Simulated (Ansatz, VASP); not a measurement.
## One calculation of NbSnTe4, two programs

```
Nb Sn Te
1.0
     5.41519    0.00000    0.00000
    -2.70759    4.68969    0.00000
     0.00000    0.00000    6.36698
Nb Sn Te
1 1 4
Cartesian
  0.0000 0.0000 3.1835
  0.0000 0.0000 0.0000
  0.0000 3.1265 4.6651
  0.0000 3.1265 1.7019
  2.7076 1.5632 4.6651
  2.7076 1.5632 1.7019
```

Change from the starting cell: species swapped into the TiB4Mo type (P6/mmm, No. 191).

Alike in both runs: functional PBE; k mesh 12 × 12 × 6; occupations gaussian, width 0.1 eV; no spin polarisation.

Ansatz relaxed the structure, and its values are those at the end. VASP's run is a single point on that final structure, the one shown.

```csv
,VASP,Ansatz
version,VASP 6.6.1,Ansatz 0.2.0
potentials or method,"VASP PAW PBE potentials, release 64 (Nb_sv, Sn_d, Te), cutoff 520 eV","scalar-relativistic, plane waves, PAW"
valence electrons in the cell,51,91
```

VASP gave:

* gap on the k mesh at the Fermi level (eV): none
* pressure (GPa): -0.1

Q: What did Ansatz give for the same quantities?

A: gap on the k mesh at the Fermi level (eV): none; pressure (GPa): 0.0.

A gap of «none» marks a metal or a gap that the smearing closes. With one functional, cell and mesh, what is left measures potentials, basis and numerics. VASP's potentials hold 51 valence electrons a cell and Ansatz's 91, so a difference there can come from the potentials and not from the codes.

Neither program's run includes spin-orbit coupling.
